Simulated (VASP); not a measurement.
# Mn (P6/mmm) in VASP: notebook, part 2 of 2

VASP 6.6.1. The steps go on from the part before.

## (4) Single point, LDA, collinear spin, ferromagnetic start

This run uses another cell than the first one, of 6.09 Å³/atom.

File INCAR:

```
ALGO = Normal
EDIFF = 1E-6
ENCUT = 520
ISIF = 2
ISMEAR = -1
ISPIN = 2
LASPH = True
LCHARG = True
LELF = True
LMAXMIX = 4
LORBIT = 11
LREAL = False
LVHAR = True
LWAVE = False
MAGMOM = 3
NBANDS = 16
NELM = 150
PREC = Accurate
SIGMA = 0.1
```

File KPOINTS:

```
k-points
0
Gamma
  22 22 20
```

File POSCAR:

```
Mn
1.0
    1.9994706869      0.0000000000      0.0000000000
   -0.9997353434      1.7315924090      0.0000000000
    0.0000000000      0.0000000000      1.7594349593
Mn
1
Direct
    0.0000000000      0.0000000000      0.0000000000
```

Potentials or basis: VASP PAW LDA potentials, release 64 (Mn_pv).

Started as:

```
$ cat potpaw_LDA.64/Mn_pv/POTCAR > POTCAR
$ mpirun -np 1 vasp_std > vasp.out
```

OUTCAR:

```text
EDIFF = 1E-6
   ENCUT = 520
   ISIF = 2
   ISMEAR = -1
   ISPIN = 2
   LASPH = True
   LORBIT = 11
   LREAL = False
   NELM = 150
   PREC = Accurate

 ion  position               nearest neighbor table
   1  0.000  0.000  0.000-

  LATTYP: Found a hexagonal cell.
 ALAT       =     1.9994706869
 C/A-ratio  =     0.8799503643

  Lattice vectors:

 A1 = (   1.9994706869,   0.0000000000,   0.0000000000)
 A2 = (  -0.9997353434,   1.7315924090,   0.0000000000)
 A3 = (   0.0000000000,   0.0000000000,   1.7594349593)

Analysis of symmetry for initial positions (statically):
=====================================================================
 Subroutine PRICEL returns:
 Original cell was already a primitive cell.

 Routine SETGRP: Setting up the symmetry group for a
 hexagonal supercell.

 Subroutine GETGRP returns: Found 24 space group operations
 (whereof 24 operations were pure point group operations)
 out of a pool of 24 trial point group operations.

The static configuration has the point symmetry D_6h.

Analysis of symmetry for dynamics (positions and initial velocities):
=====================================================================
 Subroutine PRICEL returns:
 Original cell was already a primitive cell.

 Routine SETGRP: Setting up the symmetry group for a
 hexagonal supercell.

 Subroutine GETGRP returns: Found 24 space group operations
 (whereof 24 operations were pure point group operations)
 out of a pool of 24 trial point group operations.

The dynamic configuration has the point symmetry D_6h.

Analysis of structural, dynamic, and magnetic symmetry:
=====================================================================
 Subroutine PRICEL returns:
 Original cell was already a primitive cell.

 Routine SETGRP: Setting up the symmetry group for a
 hexagonal supercell.

 Subroutine GETGRP returns: Found 24 space group operations
 (whereof 24 operations were pure point group operations)
 out of a pool of 24 trial point group operations.

The overall configuration has the point symmetry D_6h.

 Subroutine INISYM returns: Found 24 space group operations
 (whereof 24 operations are pure point group operations),
 and found     1 'primitive' translations

----------------------------------------------------------------------------------------

                                     Primitive cell

  volume of cell :       6.0916

  direct lattice vectors                    reciprocal lattice vectors
     1.999470687  0.000000000  0.000000000     0.500132363  0.288751555  0.000000000
    -0.999735343  1.731592409  0.000000000     0.000000000  0.577503109  0.000000000
     0.000000000  0.000000000  1.759434959     0.000000000  0.000000000  0.568364289

  length of vectors
     1.999470687  1.999470687  1.759434959     0.577503109  0.577503109  0.568364289

  position of ions in fractional coordinates (direct lattice)
     0.000000000  0.000000000  0.000000000

  ion indices of the primitive-cell ions
   primitive index   ion index
                 1           1

[... 57 lines left out ...]
   dimension x,y,z NGXF=    32 NGYF=   32 NGZF=   28
   ions per type =               1
   NGX,Y,Z   is equivalent  to a cutoff of  13.30, 13.30, 13.23 a.u.
   NGXF,Y,Z  is equivalent  to a cutoff of  26.61, 26.61, 26.46 a.u.
 SYSTEM =  unknown system
   PREC   = accura    normal or accurate (medium, high low for compatibility)
   ISTART =      0    job   : 0-new  1-cont  2-samecut
   ICHARG =      2    charge: 1-file 2-atom 10-const
   ISPIN  =      2    spin polarized calculation?
   LNONCOLLINEAR =      F non collinear calculations
   LSORBIT =      F    spin-orbit coupling
   LASPH  =      T    aspherical Exc in radial PAW
   ENCUT  =  520.0 eV  38.22 Ry    6.18 a.u.   3.72  3.72  3.27*2*pi/ulx,y,z
   NELM   =    150;   NELMIN=  2; NELMDL= -5     # of ELM steps
   EDIFF  = 0.1E-05   stopping-criterion for ELM
   LREAL  =      F    real-space projection
   EDIFFG = 0.1E-04   stopping-criterion for IOM
   NSW    =      0    number of steps for IOM
   IBRION =     -1    ionic relax: 0-MD 1-quasi-New 2-CG
   NFREE  =      0    steps in history (QN), initial steepest desc. (CG)
   ISIF   =      2    stress and relaxation
   ISYM   =      2    0-nonsym 1-usesym 2-fastsym
   POTIM  = 0.5000    time-step for ionic-motion
   TEBEG  =    0.0;   TEEND  =   0.0 temperature during run
   PSTRESS=    0.0 pullay stress
   NELECT =      13.0000    total number of electrons
   NUPDOWN=      -1.0000    fix difference up-down
   EMIN   =  10.00;   EMAX   =-10.00  energy-range for DOS
   EFERMI =   0.00;   METHOD = LEGACY
   ISMEAR =    -1;   SIGMA  =   0.10  broadening in eV -4-tet -1-fermi 0-gaus
   EFERMI_NEDOS =   21; number of points for ismear=-14 and -15
   IALGO  =     38    algorithm
   IMIX   =      4    mixing-type and parameters
     AMIX     =   0.40;   BMIX     =  1.00
     AMIX_MAG =   1.60;   BMIX_MAG =  1.00
  volume/ion in A,a.u.               =       6.09        41.11
  Fermi-wavevector in a.u.,A,eV,Ry     =   2.107712  3.982998 60.443210  4.442451
  Thomas-Fermi vector in A             =   3.095705
   LORBIT       =     11    0 simple, 1 ext, 2 COOP (PROOUT), +10 PAW based schemes
   GGA     = CA    functional components
   LHFCALC =     F    Hartree Fock is set to
   AEXX    =    0.0000 exact exchange contribution
   IVDW    =     0    specifies the selected vdW correction
   LEPSILON=     F    determine dielectric tensor
   LRPA    =     F    only Hartree local field effects (RPA)
 spin polarized calculation
  energy-cutoff  :      520.00
  volume of cell :        6.09
 maximum number of plane-waves:       174
 NGX is ok and might be reduce to    16

 number of electron      13.0000003 magnetization       0.0000030

 number of electron      13.0000003 magnetization      -0.0000046

 Free energy of the ion-electron system (eV)
  ---------------------------------------------------
  ext. energy  EPLUGINS =         0.00000000
  ---------------------------------------------------
  free energy    TOTEN  =        -4.85161308 eV

  energy without entropy =       -4.82596603  energy(sigma->0) =       -4.83878956

 E-fermi :  21.6123     XC(G=0): -18.0793

 val. band max:       21.6122748968   @ k =   0.3636   0.1364   0.2500
 cond. band min:      21.6136343020   @ k =   0.2727   0.1818   0.2000
 fundamental gap:      0.0013594052
 Fermi energy:        21.6123241250

 spin component 1

 k-point     1 :       0.0000    0.0000    0.0000
  band No.  band energies     occupation
      1     -25.5872      1.00000
      2     -25.5872      1.00000
      3     -24.4781      1.00000
      4      11.1510      1.00000
      5      13.2886      1.00000
      6      18.2418      1.00000
[... 435 lines left out ...]
      5      14.0247      1.00000
      6      16.4853      1.00000
[... 8 lines left out ...]
     15      63.3517      0.00000
     16      72.2054      0.00000

 [... further k-points ...]

 spin component 2

 k-point     1 :       0.0000    0.0000    0.0000
  band No.  band energies     occupation
      1     -25.5872      1.00000
      2     -25.5872      1.00000
      3     -24.4782      1.00000
      4      11.1510      1.00000
      5      13.2885      1.00000
      6      18.2418      1.00000
[... 435 lines left out ...]
      5      14.0247      1.00000
      6      16.4853      1.00000
[... 8 lines left out ...]
     15      63.3517      0.00000
     16      72.2055      0.00000

 [... further k-points ...]

------------------------ aborting loop because EDIFF is reached ----------------------------------------

  FORCE on cell =-STRESS in cart. coord.  units (eV):
  Direction    XX          YY          ZZ          XY          YZ          ZX
  --------------------------------------------------------------------------------------
  -------------------------------------------------------------------------------------
  Total       20.0315302     20.0315302     22.6702022      0.0000000      0.0000000     -0.0000000
  in kB     5268.5460005   5268.5460007   5962.5501412      0.0000002      0.0000000     -0.0000000
  external PRESSURE =    5499.8807142 kB  Pullay stress =       0.0000000 kB

 VOLUME and BASIS-vectors are now :
 -----------------------------------------------------------------------------
  energy-cutoff  :      520.00
  volume of cell :        6.09
      direct lattice vectors                 reciprocal lattice vectors
     1.999470687  0.000000000  0.000000000     0.500132363  0.288751555  0.000000000
    -0.999735343  1.731592409  0.000000000     0.000000000  0.577503109  0.000000000
     0.000000000  0.000000000  1.759434959     0.000000000  0.000000000  0.568364289

 POSITION                                       TOTAL-FORCE (eV/Angst)
 -----------------------------------------------------------------------------------
      0.00000      0.00000      0.00000         0.000000      0.000000      0.000000
 -----------------------------------------------------------------------------------
    total drift:                               -0.000000     -0.000000     -0.000000

  FREE ENERGIE OF THE ION-ELECTRON SYSTEM (eV)
  ---------------------------------------------------
  free  energy   TOTEN  =        -4.8516130849 eV

  energy  without entropy=       -4.8259660292  energy(sigma->0) =       -4.83878956

 total charge

# of ion       s       p       d       tot
------------------------------------------
    1        0.676   6.838   6.453  13.967

 magnetization (x)

# of ion       s       p       d       tot
------------------------------------------
    1        0.000   0.000   0.000   0.000
```

stdout:

```text
POSCAR found type information on POSCAR Mn
 POSCAR found :  1 types and       1 ions
 scaLAPACK will be used
 LDA part: xc-table for (Slater(with rela. corr.)+CA(PZ))
 , standard interpolation
 POSCAR, INCAR and KPOINTS ok, starting setup
 FFT: planning ... GRIDC
 FFT: planning ... GRID_SOFT
 FFT: planning ... GRID
 WAVECAR not read
 entering main loop
```

Wall time 45 s (1 thread of AMD EPYC 9R45 (Zen 5), shared host); peak memory 0.16 GiB.

Results:

- Free energy: -4.8516 eV
- Pressure: 550.0 GPa
- Net moment: 0.00 μB per cell

Levels at points of the mesh, in eV from the Fermi level:
Spin up:
| k point | band 3 | band 4 | band 5 | band 6 | band 7 | band 8 | band 9 | band 10 |
| --- | --- | --- | --- | --- | --- | --- | --- | --- |
| (0.00, 0.00, 0.00) | -46.09 | -10.46 | -8.32 | -3.37 | -3.37 | 4.21 | 4.21 | 22.78 |
| (0.50, 0.00, 0.00) | -45.66 | -9.76 | -5.91 | 0.69 | 1.43 | 3.49 | 3.84 | 16.09 |
| (0.00, 0.00, 0.50) | -46.45 | -4.97 | -1.61 | -1.61 | -1.59 | -1.59 | 0.23 | 17.42 |
| (0.50, 0.00, 0.50) | -47.25 | -11.82 | -6.23 | -3.51 | 4.49 | 6.74 | 11.69 | 14.97 |
Spin down:
```
           k point  band 3  band 4  band 5  band 6  band 7  band 8  band 9  band 10
(0.00, 0.00, 0.00)  -46.09  -10.46   -8.32   -3.37   -3.37    4.21    4.21    22.78
(0.50, 0.00, 0.00)  -45.66   -9.76   -5.91    0.69    1.43    3.49    3.84    16.09
(0.00, 0.00, 0.50)  -46.45   -4.97   -1.61   -1.61   -1.59   -1.59    0.23    17.42
(0.50, 0.00, 0.50)  -47.25  -11.82   -6.23   -3.51    4.49    6.74   11.69    14.97
```

Caveat: atoms lie so close that the PAW spheres overlap strongly, which falsifies energies and pressures; the cell stands under pressure.

## (5) Single point, LDA, collinear spin, ferromagnetic start

This run uses another cell than the first one: it holds 3 atoms, not 1.

File INCAR:

```
SYSTEM = Mn
ALGO = Normal
EDIFF = 1E-6
ENCUT = 520
GGA = CA
ISIF = 2
ISMEAR = -1
ISPIN = 2
LASPH = .True.
LCHARG = .False.
LMAXMIX = 4
LORBIT = 11
LREAL = .False.
LWAVE = .False.
MAGMOM = 3 3 3
NBANDS = 30
NELM = 150
PREC = Accurate
SIGMA = 0.1
```

File KPOINTS:

```
k-points
0
Gamma
  11 11 15
  0 0 0
```

File POSCAR:

```
Mn
1.0
    3.2255434784      0.0000000000      0.0000000000
   -1.6127717392      2.7934025933      0.0000000000
    0.0000000000      0.0000000000      1.9950363735
Mn
3
Direct
    0.0000000000      0.0000000000      0.0000000000
    0.3333333333      0.6666666667      0.5000000000
    0.6666666667      0.3333333333      0.5000000000
```

Potentials or basis: VASP PAW LDA potentials, release 64 (Mn_pv).

Started as:

```
$ cat potpaw_LDA.64/Mn_pv/POTCAR > POTCAR
$ mpirun -np 1 vasp_std > vasp.out
```

OUTCAR:

```text
SYSTEM = Mn
   EDIFF = 1E-6
   ENCUT = 520
   GGA = CA
   ISIF = 2
   ISMEAR = -1
   ISPIN = 2
   LASPH = .True.
   LORBIT = 11
   LREAL = .False.
   NELM = 150
   PREC = Accurate

 ion  position               nearest neighbor table
   1  0.000  0.000  0.000-   2 2.11   3 2.11   2 2.11   3 2.11   2 2.11   2 2.11   3 2.11   3 2.11
                             3 2.11   3 2.11   2 2.11   2 2.11
   2  0.333  0.667  0.500-   3 1.86   3 1.86   3 1.86   1 2.11   1 2.11   1 2.11   1 2.11   1 2.11
                             1 2.11   3 2.73   3 2.73   3 2.73   3 2.73   3 2.73   3 2.73
   3  0.667  0.333  0.500-   2 1.86   2 1.86   2 1.86   1 2.11   1 2.11   1 2.11   1 2.11   1 2.11
                             1 2.11   2 2.73   2 2.73   2 2.73   2 2.73   2 2.73   2 2.73

  LATTYP: Found a hexagonal cell.
 ALAT       =     3.2255434784
 C/A-ratio  =     0.6185116979
[... 1814 lines left out ...]
    -1.612771739  2.793402593  0.000000000     0.000000000  0.357986351  0.000000000
     0.000000000  0.000000000  1.995036374     0.000000000  0.000000000  0.501243994

 POSITION                                       TOTAL-FORCE (eV/Angst)
 -----------------------------------------------------------------------------------
      0.00000      0.00000      0.00000         0.000000      0.000000      0.000000
     -0.00000      1.86227      0.99752        -0.000000      0.000000      0.000000
      1.61277      0.93113      0.99752         0.000000      0.000000      0.000000
 -----------------------------------------------------------------------------------
    total drift:                                0.000000      0.000000      0.000000

  FREE ENERGIE OF THE ION-ELECTRON SYSTEM (eV)
  ---------------------------------------------------
  free  energy   TOTEN  =       -17.3652284081 eV

  energy  without entropy=      -17.3195009026  energy(sigma->0) =      -17.34236466

 total charge

# of ion       s       p       d       tot
------------------------------------------
    1        0.698   6.904   6.271  13.873
    2        0.723   6.917   6.345  13.985
    3        0.723   6.917   6.345  13.985
--------------------------------------------------
tot          2.143  20.739  18.961  41.844

 magnetization (x)

# of ion       s       p       d       tot
------------------------------------------
    1        0.000  -0.000   0.000   0.000
    2       -0.000  -0.000   0.000   0.000
    3       -0.000  -0.000   0.000   0.000
--------------------------------------------------
tot         -0.000  -0.000   0.000   0.000
```

stdout:

```text
POSCAR found type information on POSCAR Mn
 POSCAR found :  1 types and       3 ions
 scaLAPACK will be used
 LDA part: xc-table for (Slater(with rela. corr.)+CA(PZ))
 , standard interpolation
 POSCAR, INCAR and KPOINTS ok, starting setup
 FFT: planning ... GRIDC
 FFT: planning ... GRID_SOFT
 FFT: planning ... GRID
 WAVECAR not read
 entering main loop
```

Wall time 48 s (1 thread of AMD EPYC 9R45 (Zen 5), shared host); peak memory 0.16 GiB.

What came out:

```
Free energy : -17.3652 eV
Pressure    : 538.1 GPa
Net moment  : 0.00 μB per cell
```

Caveat: atoms lie so close that the PAW spheres overlap strongly, which falsifies energies and pressures; the cell stands under pressure.

## (6) Single point, LDA, collinear spin, ferromagnetic start

This run uses another cell than the first one: it holds 3 atoms, not 1.

File INCAR:

```
ALGO = Normal ; EDIFF = 1E-6
ENCUT = 520 ; ISIF = 2
ISMEAR = -1 ; ISPIN = 2
LASPH = T ; LCHARG = F
LMAXMIX = 4 ; LORBIT = 11
LREAL = F ; LWAVE = F
MAGMOM = 3 3 3 ; NBANDS = 30
NELM = 150 ; PREC = Accurate
SIGMA = 0.1
```

File KPOINTS:

```
k-points
0
Gamma
  11 11 15
```

File POSCAR:

```
Mn
1.0
    3.2273512554      0.0000000000      0.0000000000
   -1.6136756277      2.7949681741      0.0000000000
    0.0000000000      0.0000000000      1.9951073467
Mn
3
Direct
    0.0000000000      0.0000000000      0.0000000000
    0.3333333333      0.6666666667      0.5000000000
    0.6666666667      0.3333333333      0.5000000000
```

Potentials or basis: VASP PAW LDA potentials, release 64 (Mn_pv).

Started as:

```
$ cat potpaw_LDA.64/Mn_pv/POTCAR > POTCAR
$ mpirun -np 1 vasp_std > vasp.out
```

It took 59 s on 1 thread of AMD EPYC 9R45 (Zen 5), shared host; peak memory 0.16 GiB.

Results (log left out):

- Free energy: -17.4356 eV
- Pressure: 535.6 GPa
- Net moment: 0.00 μB per cell

Stress tensor (GPa, compression positive):
```
540.97   0.00   0.00
  0.00 540.97   0.00
  0.00   0.00 524.72
```

Levels at points of the mesh, in eV from the Fermi level:
Spin up:
| k point | band 16 | band 17 | band 18 | band 19 | band 20 | band 21 | band 22 | band 23 |
| --- | --- | --- | --- | --- | --- | --- | --- | --- |
| (0.00, 0.00, 0.00) | -3.72 | -2.97 | -1.75 | -1.75 | -0.62 | -0.62 | -0.38 | -0.38 |
Spin down:
| k point | band 16 | band 17 | band 18 | band 19 | band 20 | band 21 | band 22 | band 23 |
| --- | --- | --- | --- | --- | --- | --- | --- | --- |
| (0.00, 0.00, 0.00) | -3.72 | -2.97 | -1.75 | -1.75 | -0.62 | -0.62 | -0.38 | -0.38 |

Caveat: atoms lie so close that the PAW spheres overlap strongly, which falsifies energies and pressures; the cell stands under pressure.
